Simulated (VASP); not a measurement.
# BaS (I4/mmm) in VASP: notebook

Runs on BaS. Level: LDA. Tasks: single point.

Program: VASP 6.6.1. These are calculated values, not measurements. Logs are shortened: lines on timing, memory, paths and dates and some standing lists are left out, and cuts for length are marked.

## (1) The cell of the first run

The structure is tetragonal, space group I4/mmm (No. 139). Conventional cell: a = 4.517 Å, b = 4.517 Å, c = 6.260 Å, α = 90.00°, β = 90.00°, γ = 90.00°. Within 4.1 Å of Ba (site symmetry 4/mmm) lie 6 S at 3.13 to 3.19 Å. Within 4.1 Å of S (site symmetry 4/mmm) lie 6 Ba at 3.13 to 3.19 Å.

## (2) Single point, LDA (zz strain of -2 %)

Contents of INCAR:

```
PREC = Accurate
ENCUT = 520
EDIFF = 1E-6
ISMEAR = -1
SIGMA = 0.01
LREAL = False
LASPH = True
NELM = 60
ALGO = Normal
ISIF = 2
LWAVE = False
LCHARG = False
GGA = CA
NBANDS = 15
```

Contents of KPOINTS:

```
Automatic mesh
0
Gamma
  7 7 7
```

Contents of POSCAR:

```
BaS
1.0
    0.0000000000      3.1937500000      3.1298750000
    3.1937500000      0.0000000000      3.1298750000
    3.1937500000      3.1937500000      0.0000000000
Ba S
1 1
Direct
    0.0000000000      0.0000000000      0.0000000000
    0.5000000000      0.5000000000      0.5000000000
```

Potentials or basis: VASP PAW LDA potentials, release 64 (Ba_sv, S).

The run is started by

```sh
cat potpaw_LDA.64/Ba_sv/POTCAR potpaw_LDA.64/S/POTCAR > POTCAR
mpirun -np 1 vasp_std > vasp.out
```

OUTCAR:

```text
PREC = Accurate
   ENCUT = 520
   EDIFF = 1E-6
   ISMEAR = -1
   LREAL = False
   LASPH = True
   NELM = 60
   ISIF = 2
   GGA = CA

 ion  position               nearest neighbor table
   1  0.000  0.000  0.000-   2 3.13   2 3.13   2 3.19   2 3.19   2 3.19   2 3.19
   2  0.500  0.500  0.500-   1 3.13   1 3.13   1 3.19   1 3.19   1 3.19   1 3.19

  LATTYP: Found a body centered tetragonal cell.
 ALAT       =     4.5166445648
 C/A-ratio  =     1.3859292911

  Lattice vectors:

 A1 = (   0.0000000000,  -3.1937500000,  -3.1298750000)
 A2 = (   0.0000000000,   3.1937500000,  -3.1298750000)
 A3 = (   3.1937500000,   0.0000000000,   3.1298750000)

Analysis of symmetry for initial positions (statically):
=====================================================================
 Subroutine PRICEL returns:
 Original cell was already a primitive cell.

 Routine SETGRP: Setting up the symmetry group for a
 body centered tetragonal supercell.

 Subroutine GETGRP returns: Found 16 space group operations
 (whereof 16 operations were pure point group operations)
 out of a pool of 16 trial point group operations.

The static configuration has the point symmetry D_4h.

Analysis of symmetry for dynamics (positions and initial velocities):
=====================================================================
 Subroutine PRICEL returns:
 Original cell was already a primitive cell.

 Routine SETGRP: Setting up the symmetry group for a
 body centered tetragonal supercell.

 Subroutine GETGRP returns: Found 16 space group operations
 (whereof 16 operations were pure point group operations)
 out of a pool of 16 trial point group operations.

The dynamic configuration has the point symmetry D_4h.

 Subroutine INISYM returns: Found 16 space group operations
 (whereof 16 operations are pure point group operations),
 and found     1 'primitive' translations

----------------------------------------------------------------------------------------

                                     Primitive cell

  volume of cell :      63.8497

  direct lattice vectors                    reciprocal lattice vectors
     0.000000000  3.193750000  3.129875000    -0.156555773  0.156555773  0.159750789
     3.193750000  0.000000000  3.129875000     0.156555773 -0.156555773  0.159750789
     3.193750000  3.193750000  0.000000000     0.156555773  0.156555773 -0.159750789

  length of vectors
     4.471706227  4.471706227  4.516644565     0.273019660  0.273019660  0.273019660

  position of ions in fractional coordinates (direct lattice)
     0.000000000  0.000000000  0.000000000
     0.500000000  0.500000000  0.500000000

[... 89 lines left out ...]
   EMIN   =  10.00;   EMAX   =-10.00  energy-range for DOS
   EFERMI =   0.00;   METHOD = LEGACY
   ISMEAR =    -1;   SIGMA  =   0.01  broadening in eV -4-tet -1-fermi 0-gaus
   EFERMI_NEDOS =   21; number of points for ismear=-14 and -15
   IALGO  =     38    algorithm
   IMIX   =      4    mixing-type and parameters
     AMIX     =   0.40;   BMIX     =  1.00
     AMIX_MAG =   1.60;   BMIX_MAG =  1.00
  volume/ion in A,a.u.               =      31.92       215.44
  Fermi-wavevector in a.u.,A,eV,Ry     =   1.032116  1.950417 14.493792  1.065264
  Thomas-Fermi vector in A             =   2.166298
   LORBIT       =      0    0 simple, 1 ext, 2 COOP (PROOUT), +10 PAW based schemes
   GGA     = CA    functional components
   LHFCALC =     F    Hartree Fock is set to
   AEXX    =    0.0000 exact exchange contribution
   IVDW    =     0    specifies the selected vdW correction
   LEPSILON=     F    determine dielectric tensor
   LRPA    =     F    only Hartree local field effects (RPA)
 non-spin polarized calculation
  energy-cutoff  :      520.00
  volume of cell :       63.85
 maximum number of plane-waves:      1751
 NGX is ok and might be reduce to    36
   NGX = 17   NGY = 17   NGZ = 17

 number of electron      16.0000000 magnetization

 Free energy of the ion-electron system (eV)
  ---------------------------------------------------
  ext. energy  EPLUGINS =         0.00000000
  ---------------------------------------------------
  free energy    TOTEN  =       -11.16618218 eV

  energy without entropy =      -11.16618218  energy(sigma->0) =      -11.16618218

 E-fermi :   1.6349     XC(G=0):  -9.0735

 val. band max:        1.4005613878   @ k =   0.0000   0.0000   0.0000
 cond. band min:       3.2672840532   @ k =   0.4286   0.4286   0.0000
 fundamental gap:      1.8667226654
 Fermi energy:         1.6349172653

 k-point     1 :       0.0000    0.0000    0.0000
  band No.  band energies     occupation
      1     -24.5896      2.00000
      2      -9.6663      2.00000
      3      -9.6584      2.00000
      4      -9.6584      2.00000
      5      -8.9990      2.00000
      6       1.3242      2.00000
      7       1.3242      2.00000
      8       1.4006      2.00000
      9       4.7400      0.00000
     10       5.0037      0.00000
     11       5.0037      0.00000
     12       5.1481      0.00000
     13       5.9936      0.00000
     14       6.1439      0.00000
[... 401 lines left out ...]
      2     -10.6338      2.00000
      3      -9.9164      2.00000
      4      -9.7892      2.00000
      5      -8.0451      2.00000
      6      -0.1143      2.00000
      7       0.4514      2.00000
      8       0.6990      2.00000
      9       5.2550      0.00000
     10       6.4554      0.00000
     11       7.7205      0.00000
     12       8.0177      0.00000
     13       9.2666      0.00000
     14      10.3767      0.00000
     15      10.5199      0.00000

 [... further k-points ...]

------------------------ aborting loop because EDIFF is reached ----------------------------------------

  FORCE on cell =-STRESS in cart. coord.  units (eV):
  Direction    XX          YY          ZZ          XY          YZ          ZX
  --------------------------------------------------------------------------------------
  -------------------------------------------------------------------------------------
  Total       -0.6109422     -0.6109422      0.1413387      0.0000000      0.0000000      0.0000000
  in kB      -15.3303427    -15.3303427      3.5466060      0.0000000      0.0000000      0.0000000
  external PRESSURE =      -9.0380265 kB  Pullay stress =       0.0000000 kB

 VOLUME and BASIS-vectors are now :
 -----------------------------------------------------------------------------
  energy-cutoff  :      520.00
  volume of cell :       63.85
      direct lattice vectors                 reciprocal lattice vectors
     0.000000000  3.193750000  3.129875000    -0.156555773  0.156555773  0.159750789
     3.193750000  0.000000000  3.129875000     0.156555773 -0.156555773  0.159750789
     3.193750000  3.193750000  0.000000000     0.156555773  0.156555773 -0.159750789

 POSITION                                       TOTAL-FORCE (eV/Angst)
 -----------------------------------------------------------------------------------
      0.00000      0.00000      0.00000        -0.000000      0.000000      0.000000
      3.19375      3.19375      3.12988         0.000000     -0.000000      0.000000
 -----------------------------------------------------------------------------------
    total drift:                                0.000000      0.000000      0.000000

  FREE ENERGIE OF THE ION-ELECTRON SYSTEM (eV)
  ---------------------------------------------------
  free  energy   TOTEN  =       -11.1661821757 eV

  energy  without entropy=      -11.1661821757  energy(sigma->0) =      -11.16618218
```

stdout:

```text
POSCAR found type information on POSCAR BaS
 POSCAR found :  2 types and       2 ions
 scaLAPACK will be used
 LDA part: xc-table for (Slater(with rela. corr.)+CA(PZ))
 , standard interpolation
 POSCAR, INCAR and KPOINTS ok, starting setup
 FFT: planning ... GRIDC
 FFT: planning ... GRID_SOFT
 FFT: planning ... GRID
 WAVECAR not read
 entering main loop
```

It took 32 s on 1 thread of Intel Xeon Platinum 8259CL at 2.50GHz (Skylake/Cascade Lake), shared host; peak memory 0.19 GiB.

What came out:

```
Free energy            : -11.1662 eV
Pressure               : -0.9 GPa
Band gap on the k mesh : 1.87 eV, indirect (least direct gap 2.01 eV)
```

Levels at points of the mesh, in eV from the valence-band top:
```tsv
k point	band 4	band 5	band 6	band 7	band 8	band 9	band 10	band 11	band 12	band 13
(0.00, 0.00, 0.00)	-11.06	-10.40	-0.08	-0.08	0.00	3.34	3.60	3.60	3.75	4.59
```

Caveat: the cell differs from its parent crystal (zz strain of -2 %); spin-orbit coupling is left out, which moves the levels of the heavy elements. A k mesh can miss the band edges.

## (3) Single point, LDA (zz strain of -1 %)

Changes to INCAR since step 2:

```diff
@@ -2,3 +2,3 @@
 ENCUT = 520
-EDIFF = 1E-6
+EDIFF = 1E-7
 ISMEAR = -1
@@ -7,3 +7,3 @@
 LASPH = True
-NELM = 60
+NELM = 100
 ALGO = Normal
```

KPOINTS is that of step 2.

Contents of POSCAR:

```
BaS
1.0
    0.0000000000      3.1937500000      3.1618125000
    3.1937500000      0.0000000000      3.1618125000
    3.1937500000      3.1937500000      0.0000000000
Ba S
1 1
Direct
    0.0000000000      0.0000000000      0.0000000000
    0.5000000000      0.5000000000      0.5000000000
```

Potentials or basis: VASP PAW LDA potentials, release 64 (Ba_sv, S).

The run is started by

```sh
cat potpaw_LDA.64/Ba_sv/POTCAR potpaw_LDA.64/S/POTCAR > POTCAR
mpirun -np 1 vasp_std > vasp.out
```

It took 33 s on 1 thread of Intel Xeon Platinum 8259CL at 2.50GHz (Skylake/Cascade Lake), shared host; peak memory 0.18 GiB.

The run converged. Its results:

| Quantity | Value |
| --- | --- |
| Free energy | -11.1653 eV |
| Pressure | -1.4 GPa |
| Band gap on the k mesh | 1.92 eV, indirect (least direct gap 2.06 eV) |

Stress tensor (GPa, compression positive):
```
-1.68  0.00  0.00
 0.00 -1.68  0.00
 0.00  0.00 -0.81
```

Levels at points of the mesh, in eV from the valence-band top:
```csv
k point,band 6,band 7,band 8,band 9,band 10,band 11
"(0.00, 0.00, 0.00)",-0.04,-0.04,0.00,3.33,3.65,3.65
```

Caveat: the cell differs from its parent crystal (zz strain of -1 %); spin-orbit coupling is left out, which moves the levels of the heavy elements. A k mesh can miss the band edges.

## (4) Single point, LDA (zz strain of +1 %)

Contents of INCAR:

```
SYSTEM = BaS
PREC = Accurate
ENCUT = 520
EDIFF = 1E-6
ISMEAR = -1
SIGMA = 0.01
LREAL = .False.
LASPH = .True.
NELM = 80
ALGO = Normal
ISIF = 2
LWAVE = .False.
LCHARG = .True.
GGA = CA
LELF = .True.
LVHAR = .True.
NBANDS = 15
```

Contents of KPOINTS:

```
Automatic mesh
0
Gamma
  7 7 7
  0 0 0
```

Contents of POSCAR:

```
BaS
1.0
    0.0000000000      3.1937500000      3.2256875000
    3.1937500000      0.0000000000      3.2256875000
    3.1937500000      3.1937500000      0.0000000000
Ba S
1 1
Direct
    0.0000000000      0.0000000000      0.0000000000
    0.5000000000      0.5000000000      0.5000000000
```

The run is started by

```sh
cat potpaw_LDA.64/Ba_sv/POTCAR potpaw_LDA.64/S/POTCAR > POTCAR
mpirun -np 1 vasp_std > vasp.out
```

Run time: 31 s. Hardware: 1 thread of Intel Xeon Platinum 8259CL at 2.50GHz (Skylake/Cascade Lake), shared host; peak memory 0.19 GiB.

The run converged. Its results:

```
Free energy            : -11.1506 eV
Pressure               : -2.2 GPa
Band gap on the k mesh : 1.97 eV, indirect (least direct gap 2.12 eV)
```

Stress tensor (GPa, compression positive):
```
-1.99  0.00  0.00
 0.00 -1.99  0.00
 0.00  0.00 -2.73
```

Levels at points of the mesh, in eV from the valence-band top:
```
           k point  band 4  band 5  band 6  band 7  band 8  band 9  band 10  band 11  band 12  band 13
(0.00, 0.00, 0.00)  -11.11  -10.31   -0.03    0.00    0.00    3.25     3.64     3.71     3.71     4.64
```

Caveat: the cell differs from its parent crystal (zz strain of +1 %); spin-orbit coupling is left out, which moves the levels of the heavy elements.

## (5) Single point, LDA (zz strain of +2 %)

Contents of INCAR:

```
SYSTEM = BaS
PREC = Accurate ; ENCUT = 520
EDIFF = 1E-6 ; ISMEAR = -1
SIGMA = 0.01 ; LREAL = .FALSE.
LASPH = .TRUE. ; NELM = 100
ALGO = Normal ; ISIF = 2
LWAVE = .FALSE. ; LCHARG = .FALSE.
GGA = CA ; NBANDS = 15
```

Contents of KPOINTS:

```
Automatic mesh
0
G
  7 7 7
  0 0 0
```

Contents of POSCAR:

```
BaS
1.0
    0.0000000000      3.1937500000      3.2576250000
    3.1937500000      0.0000000000      3.2576250000
    3.1937500000      3.1937500000      0.0000000000
Ba S
1 1
Direct
    0.0000000000      0.0000000000      0.0000000000
    0.5000000000      0.5000000000      0.5000000000
```

The run is started by

```sh
cat potpaw_LDA.64/Ba_sv/POTCAR potpaw_LDA.64/S/POTCAR > POTCAR
mpirun -np 1 vasp_std > vasp.out
```

It took 30 s on 1 thread of Intel Xeon Platinum 8259CL at 2.50GHz (Skylake/Cascade Lake), shared host; peak memory 0.19 GiB.

Results (log left out):

```yaml
Free_energy: -11.1380 eV
Pressure: -2.6 GPa
Band_gap_on_the_k_mesh: 1.97 eV, indirect (least direct gap 2.13 eV)
```

Stress tensor (GPa, compression positive):
```
-2.13  0.00  0.00
 0.00 -2.13  0.00
 0.00  0.00 -3.50
```

Levels at points of the mesh, in eV from the valence-band top:
```csv
k point,band 6,band 7,band 8,band 9,band 10,band 11
"(0.00, 0.00, 0.00)",-0.06,0.00,0.00,3.18,3.59,3.72
```

Caveat: the cell differs from its parent crystal (zz strain of +2 %); spin-orbit coupling is left out, which moves the levels of the heavy elements.

## (6) The runs side by side

```tsv
cell	gap on the mesh (eV)	pressure (GPa)
a = 4.472, b = 4.472, c = 4.517 Å, angles 59.7, 59.7, 60.7°, 2 atoms	1.87	-0.9
a = 4.494, b = 4.494, c = 4.517 Å, angles 59.8, 59.8, 60.3°, 2 atoms	1.92	-1.4
a = 4.539, b = 4.539, c = 4.517 Å, angles 60.2, 60.2, 59.7°, 2 atoms	1.97	-2.2
a = 4.562, b = 4.562, c = 4.517 Å, angles 60.3, 60.3, 59.3°, 2 atoms	1.97	-2.6
```

Alike in all rows: task single point; level LDA; potentials or basis VASP PAW LDA potentials, release 64 (Ba_sv, S); no spin polarisation; k mesh 7 × 7 × 7; cutoff (eV) 520; smearing fermi-dirac 0.01 eV.

Caveats: spin-orbit coupling is left out, which moves the levels of the heavy elements.

Absolute energies hang on the potentials; compare differences alone.
